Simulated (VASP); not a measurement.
Crystal: AlP.

```
Al P
1.0
     0.00000    2.75340    2.75340
     2.75340    0.00000    2.75340
     2.75340    2.75340    0.00000
Al P
1 1
Direct
  0.00000 0.00000 0.00000
  0.25000 0.25000 0.25000
```

Base run:

- Program: VASP 6.6.1
- Functional: r2SCAN
- Potentials or basis: VASP PAW PBE potentials, release 64 (Al, P)
- Cutoff: 550 eV
- k mesh: 8 × 8 × 8
- Occupations: gaussian, width 0.02 eV
- Spin: no spin polarisation

Its results: band gap on the k mesh 1.96 eV (least direct gap 3.77 eV); pressure -1.6 GPa.

Task: After a change of settings the same cell gave: band gap on the k mesh 1.63 eV (least direct gap 3.09 eV); pressure 0.0 GPa. Which change was it?
A. occupations from gaussian, width 0.02 eV to fermi-dirac, width 0.02 eV
B. functional from r2SCAN to PBEsol; cutoff from 550 eV to 500 eV
C. functional from r2SCAN to PBE; cutoff from 550 eV to 500 eV

Result: C.

Caveats: the PAW data sets were made with another functional, which shifts forces and pressure a little (at least some runs).
